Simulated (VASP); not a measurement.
# Al2O3 (R-3c) in VASP: notebook

The runs below take Al2O3 through single point, with PBEsol.

Everything below comes from runs of VASP 6.6.1. Logs are shortened: lines on timing, memory, paths and dates and some standing lists are left out, and cuts for length are marked.

### 1 The cell of the first run

It takes space group R-3c (No. 167, trigonal). Conventional cell: a = 4.516 Å, b = 4.516 Å, c = 12.987 Å, α = 90.00°, β = 90.00°, γ = 120.00°. Al (site symmetry 3) has 6 O at 1.78 to 1.91 Å within 2.4 Å. O (site symmetry 2) has 4 Al at 1.78 to 1.91 Å and 2 O at 2.39 Å within 2.4 Å.

### 2 Single point, PBEsol (7.65 Å³/atom)

INCAR

```
SYSTEM = Al2O3
ALGO = Normal
EDIFF = 1E-6
ENCUT = 520
GGA = PS
ISIF = 2
ISMEAR = 0
LASPH = .TRUE.
LCHARG = .FALSE.
LREAL = .FALSE.
LWAVE = .FALSE.
NBANDS = 35
NELM = 60
PREC = Accurate
SIGMA = 0.05
```

KPOINTS

```
k-points
0
G
  6 6 6
  0 0 0
```

POSCAR

```
Al2O3
1.0
    2.2579815188      1.3036462377      4.3291526999
   -2.2579815188      1.3036462377      4.3291526999
    0.0000000000     -2.6072924754      4.3291526999
Al O
4 6
Direct
    0.8520350473      0.8520350473      0.8520350473
    0.6479649527      0.6479649527      0.6479649527
    0.1479649527      0.1479649527      0.1479649527
    0.3520350473      0.3520350473      0.3520350473
    0.0558571577      0.4441428423      0.7500000000
    0.7500000000      0.0558571577      0.4441428423
    0.4441428423      0.7500000000      0.0558571577
    0.9441428423      0.5558571577      0.2500000000
    0.2500000000      0.9441428423      0.5558571577
    0.5558571577      0.2500000000      0.9441428423
```

Potentials or basis: VASP PAW PBE potentials, release 64 (Al, O).

Run with:

```bash
> cat potpaw_PBE.64/Al/POTCAR potpaw_PBE.64/O/POTCAR > POTCAR
> mpirun -np 1 vasp_std > vasp.out
```

OUTCAR:

```text
SYSTEM = Al2O3
   EDIFF = 1E-6
   ENCUT = 520
   GGA = PS
   ISIF = 2
   ISMEAR = 0
   LASPH = .TRUE.
   LREAL = .FALSE.
   NELM = 60
   PREC = Accurate

 ion  position               nearest neighbor table
   1  0.852  0.852  0.852-   9 1.78   8 1.78  10 1.78   6 1.91   7 1.91   5 1.91   2 2.65   3 2.65
                             3 2.65   3 2.65   2 3.10   2 3.10   2 3.10
   2  0.648  0.648  0.648-  10 1.78   8 1.78   9 1.78   7 1.91   6 1.91   5 1.91   1 2.65   4 2.65
                             4 2.65   4 2.65   1 3.10   1 3.10   1 3.10
   3  0.148  0.148  0.148-   6 1.78   5 1.78   7 1.78   9 1.91  10 1.91   8 1.91   4 2.65   1 2.65
                             1 2.65   1 2.65   4 3.10   4 3.10   4 3.10
   4  0.352  0.352  0.352-   7 1.78   5 1.78   6 1.78  10 1.91   9 1.91   8 1.91   3 2.65   2 2.65
                             2 2.65   2 2.65   3 3.10   3 3.10   3 3.10
   5  0.056  0.444  0.750-   3 1.78   4 1.78   1 1.91   2 1.91
   6  0.750  0.056  0.444-   3 1.78   4 1.78   1 1.91   2 1.91
   7  0.444  0.750  0.056-   4 1.78   3 1.78   2 1.91   1 1.91
   8  0.944  0.556  0.250-   1 1.78   2 1.78   3 1.91   4 1.91
   9  0.250  0.944  0.556-   1 1.78   2 1.78   3 1.91   4 1.91
  10  0.556  0.250  0.944-   2 1.78   1 1.78   4 1.91   3 1.91

  LATTYP: Found a trigonal (rhomboedric) cell.
 ALAT       =     5.0536657142
 COS(alpha) =     0.6007382194

  Lattice vectors:

 A1 = (   2.2579815188,   1.3036462377,   4.3291526999)
 A2 = (  -2.2579815188,   1.3036462377,   4.3291526999)
 A3 = (   0.0000000000,  -2.6072924754,   4.3291526999)

Analysis of symmetry for initial positions (statically):
=====================================================================
 Subroutine PRICEL returns:
 Original cell was already a primitive cell.

 Routine SETGRP: Setting up the symmetry group for a
 trigonal (rhombohedral) supercell.

 Subroutine GETGRP returns: Found 12 space group operations
 (whereof  6 operations were pure point group operations)
 out of a pool of 12 trial point group operations.

The static configuration has the point symmetry S_6 .
 The point group associated with its full space group is D_3d.

Analysis of symmetry for dynamics (positions and initial velocities):
=====================================================================
 Subroutine PRICEL returns:
 Original cell was already a primitive cell.

 Routine SETGRP: Setting up the symmetry group for a
 trigonal (rhombohedral) supercell.

 Subroutine GETGRP returns: Found 12 space group operations
 (whereof  6 operations were pure point group operations)
 out of a pool of 12 trial point group operations.

The dynamic configuration has the point symmetry S_6 .
 The point group associated with its full space group is D_3d.

 Subroutine INISYM returns: Found 12 space group operations
 (whereof  6 operations are pure point group operations),
 and found     1 'primitive' translations

----------------------------------------------------------------------------------------

                                     Primitive cell

  volume of cell :      76.4600

  direct lattice vectors                    reciprocal lattice vectors
     2.257981519  1.303646238  4.329152700     0.221436711  0.127846544  0.076997361
    -2.257981519  1.303646238  4.329152700    -0.221436711  0.127846544  0.076997361
     0.000000000 -2.607292475  4.329152700     0.000000000 -0.255693089  0.076997361

  length of vectors
     5.053665714  5.053665714  5.053665714     0.267034734  0.267034734  0.267034734

  position of ions in fractional coordinates (direct lattice)
     0.852035047  0.852035047  0.852035047
     0.647964953  0.647964953  0.647964953
     0.147964953  0.147964953  0.147964953
     0.352035047  0.352035047  0.352035047
     0.055857158  0.444142842  0.750000000
     0.750000000  0.055857158  0.444142842
     0.444142842  0.750000000  0.055857158
     0.944142842  0.555857158  0.250000000
     0.250000000  0.944142842  0.555857158
     0.555857158  0.250000000  0.944142842

  ion indices of the primitive-cell ions
   primitive index   ion index
                 1           1
                 2           2
                 3           3
                 4           4
                 5           5
                 6           6
                 7           7
                 8           8
                 9           9
                10          10

----------------------------------------------------------------------------------------

 KPOINTS: k-points

Automatic generation of k-mesh.
 Grid dimensions read from file:
 generate k-points for:    6    6    6

 Generating k-lattice:

  Cartesian coordinates                     Fractional coordinates (reciprocal lattice)
     0.036906118  0.021307757  0.012832894     0.166666667  0.000000000 -0.000000000
    -0.036906118  0.021307757  0.012832894     0.000000000  0.166666667 -0.000000000
     0.000000000 -0.042615515  0.012832894    -0.000000000 -0.000000000  0.166666667

  Length of vectors
     0.044505789  0.044505789  0.044505789

  Shift w.r.t. Gamma in fractional coordinates (k-lattice)
     0.000000000  0.000000000  0.000000000

 Subroutine IBZKPT returns following result:
 ===========================================

 Found     32 irreducible k-points:

 Following reciprocal coordinates:
            Coordinates               Weight
  0.000000  0.000000  0.000000      1.000000
  0.166667  0.000000  0.000000      6.000000
  0.333333 -0.000000  0.000000      6.000000
  0.500000 -0.000000  0.000000      3.000000
  0.166667  0.166667  0.000000      6.000000
  0.333333  0.166667  0.000000     12.000000
[... 16 lines left out ...]
  0.500000  0.500000  0.166667      6.000000
 -0.333333  0.500000  0.166667     12.000000
 [... further k-points ...]
   k-points           NKPTS =     32   k-points in BZ     NKDIM =     32   number of bands    NBANDS=     35
   number of dos      NEDOS =    301   number of ions     NIONS =     10
   total plane-waves  NPLWV =  64000
   dimension x,y,z NGX =    40 NGY =   40 NGZ =   40
   dimension x,y,z NGXF=    80 NGYF=   80 NGZF=   80
   ions per type =               4   6
   NGX,Y,Z   is equivalent  to a cutoff of  13.16, 13.16, 13.16 a.u.
   NGXF,Y,Z  is equivalent  to a cutoff of  26.32, 26.32, 26.32 a.u.
 SYSTEM =  Al2O3
   PREC   = accura    normal or accurate (medium, high low for compatibility)
   ISTART =      0    job   : 0-new  1-cont  2-samecut
   ICHARG =      2    charge: 1-file 2-atom 10-const
   ISPIN  =      1    spin polarized calculation?
   LNONCOLLINEAR =      F non collinear calculations
   LSORBIT =      F    spin-orbit coupling
   LASPH  =      T    aspherical Exc in radial PAW
   ENCUT  =  520.0 eV  38.22 Ry    6.18 a.u.   9.40  9.40  9.40*2*pi/ulx,y,z
   NELM   =     60;   NELMIN=  2; NELMDL= -5     # of ELM steps
   EDIFF  = 0.1E-05   stopping-criterion for ELM
   LREAL  =      F    real-space projection
   EDIFFG = 0.1E-04   stopping-criterion for IOM
   NSW    =      0    number of steps for IOM
   IBRION =     -1    ionic relax: 0-MD 1-quasi-New 2-CG
   NFREE  =      0    steps in history (QN), initial steepest desc. (CG)
   ISIF   =      2    stress and relaxation
   ISYM   =      2    0-nonsym 1-usesym 2-fastsym
   POTIM  = 0.5000    time-step for ionic-motion
   TEBEG  =    0.0;   TEEND  =   0.0 temperature during run
   PSTRESS=    0.0 pullay stress
   NELECT =      48.0000    total number of electrons
   NUPDOWN=      -1.0000    fix difference up-down
   EMIN   =  10.00;   EMAX   =-10.00  energy-range for DOS
   EFERMI =   0.00;   METHOD = LEGACY
   ISMEAR =     0;   SIGMA  =   0.05  broadening in eV -4-tet -1-fermi 0-gaus
   EFERMI_NEDOS =   21; number of points for ismear=-14 and -15
   IALGO  =     38    algorithm
   IMIX   =      4    mixing-type and parameters
     AMIX     =   0.40;   BMIX     =  1.00
     AMIX_MAG =   1.60;   BMIX_MAG =  1.00
  volume/ion in A,a.u.               =       7.65        51.60
  Fermi-wavevector in a.u.,A,eV,Ry     =   1.401771  2.648964 26.734939  1.964963
  Thomas-Fermi vector in A             =   2.524599
   LORBIT       =      0    0 simple, 1 ext, 2 COOP (PROOUT), +10 PAW based schemes
   GGA     = PS    functional components
   LHFCALC =     F    Hartree Fock is set to
   AEXX    =    0.0000 exact exchange contribution
   IVDW    =     0    specifies the selected vdW correction
   LEPSILON=     F    determine dielectric tensor
   LRPA    =     F    only Hartree local field effects (RPA)
 non-spin polarized calculation
 Gauss-broadening in eV      SIGMA  =   0.05
  energy-cutoff  :      520.00
  volume of cell :       76.46
 maximum number of plane-waves:      2093
 NGX is ok and might be reduce to    40
   NGX = 19   NGY = 19   NGZ = 19

 number of electron      48.0000002 magnetization

 Free energy of the ion-electron system (eV)
  ---------------------------------------------------
  ext. energy  EPLUGINS =         0.00000000
  ---------------------------------------------------
  free energy    TOTEN  =       -77.47445355 eV

  energy without entropy =      -77.47445355  energy(sigma->0) =      -77.47445355

 E-fermi :   7.7101     XC(G=0): -12.4760

 val. band max:        7.4457409097   @ k =   0.0000   0.0000   0.0000
 cond. band min:      14.8178747918   @ k =   0.0000   0.0000   0.0000
 fundamental gap:      7.3721338821
 Fermi energy:         7.7101486351

 k-point     1 :       0.0000    0.0000    0.0000
  band No.  band energies     occupation
      1     -12.7891      2.00000
      2     -10.2339      2.00000
      3      -9.5218      2.00000
      4      -9.5218      2.00000
      5      -9.1995      2.00000
      6      -9.1995      2.00000
[... 27 lines left out ...]
     34      22.6581      0.00000
     35      22.7100      0.00000
[... 843 lines left out ...]
      5      -9.5153      2.00000
      6      -9.2330      2.00000
[... 27 lines left out ...]
     34      21.0433      0.00000
     35      21.7432      0.00000

 [... further k-points ...]

------------------------ aborting loop because EDIFF is reached ----------------------------------------

  FORCE on cell =-STRESS in cart. coord.  units (eV):
  Direction    XX          YY          ZZ          XY          YZ          ZX
  --------------------------------------------------------------------------------------
  -------------------------------------------------------------------------------------
  Total       21.7381838     21.7381838      8.0792338      0.0000000      0.0000000     -0.0000000
  in kB      455.5117086    455.5117086    169.2959092      0.0000000      0.0000000     -0.0000000
  external PRESSURE =     360.1064421 kB  Pullay stress =       0.0000000 kB

 VOLUME and BASIS-vectors are now :
 -----------------------------------------------------------------------------
  energy-cutoff  :      520.00
  volume of cell :       76.46
      direct lattice vectors                 reciprocal lattice vectors
     2.257981519  1.303646238  4.329152700     0.221436711  0.127846544  0.076997361
    -2.257981519  1.303646238  4.329152700    -0.221436711  0.127846544  0.076997361
     0.000000000 -2.607292475  4.329152700     0.000000000 -0.255693089  0.076997361

 POSITION                                       TOTAL-FORCE (eV/Angst)
 -----------------------------------------------------------------------------------
      0.00000      0.00000     11.06577        -0.000000      0.000000     -0.567750
      0.00000      0.00000      8.41542        -0.000000      0.000000      0.567750
      0.00000      0.00000      1.92169        -0.000000      0.000000      0.567750
      0.00000      0.00000      4.57204        -0.000000      0.000000     -0.567750
     -0.87674     -1.30365      5.41144         0.213010      0.000000     -0.000000
      1.56736     -0.10746      5.41144        -0.106505      0.184472     -0.000000
     -0.69062      1.41110      5.41144        -0.106505     -0.184472     -0.000000
      0.87674      1.30365      7.57602        -0.213010      0.000000     -0.000000
     -1.56736      0.10746      7.57602         0.106505     -0.184472     -0.000000
      0.69062     -1.41110      7.57602         0.106505      0.184472     -0.000000
 -----------------------------------------------------------------------------------
    total drift:                               -0.000000      0.000000      0.000000

  FREE ENERGIE OF THE ION-ELECTRON SYSTEM (eV)
  ---------------------------------------------------
  free  energy   TOTEN  =       -77.4744535505 eV

  energy  without entropy=      -77.4744535505  energy(sigma->0) =      -77.47445355
```

Run time: 2.9 min. Hardware: 1 thread of AMD EPYC 7R13, shared host; peak memory 0.22 GiB.

What came out:

- Free energy: -77.4745 eV
- Pressure: 36.0 GPa
- Largest force: 0.568 eV/Å
- Band gap on the k mesh: 7.37 eV

Forces in eV/Å, atoms in the order of the input:
```
Al   0.000  0.000 -0.568
Al   0.000  0.000  0.568
Al   0.000  0.000  0.568
Al   0.000  0.000 -0.568
O    0.213  0.000  0.000
O   -0.107  0.184  0.000
O   -0.107 -0.184  0.000
O   -0.213  0.000  0.000
O    0.107 -0.184  0.000
O    0.107  0.184  0.000
```

Stress tensor (GPa, compression positive):
```
45.55  0.00  0.00
 0.00 45.55  0.00
 0.00  0.00 16.93
```

Levels at points of the mesh, in eV from the valence-band top:
| k point | band 20 | band 21 | band 22 | band 23 | band 24 | band 25 | band 26 | band 27 | band 28 | band 29 |
| --- | --- | --- | --- | --- | --- | --- | --- | --- | --- | --- |
| (0.00, 0.00, 0.00) | -0.64 | -0.64 | -0.54 | 0.00 | 0.00 | 7.37 | 10.17 | 11.54 | 11.54 | 11.71 |
| (0.50, 0.00, 0.00) | -1.63 | -1.22 | -1.22 | -0.57 | -0.57 | 10.14 | 10.14 | 10.31 | 10.31 | 12.35 |
| (0.50, 0.50, 0.00) | -1.70 | -1.28 | -1.23 | -1.06 | -0.53 | 10.20 | 10.39 | 10.79 | 11.26 | 11.41 |
| (0.50, 0.50, 0.50) | -2.59 | -0.37 | -0.37 | -0.37 | -0.37 | 9.81 | 9.81 | 11.66 | 11.66 | 13.04 |

Caveat: the stress differs along the axes, from 17 to 46 GPa; the PAW data sets were made with another functional, which shifts forces and pressure a little.

[end of part 1 of 2]
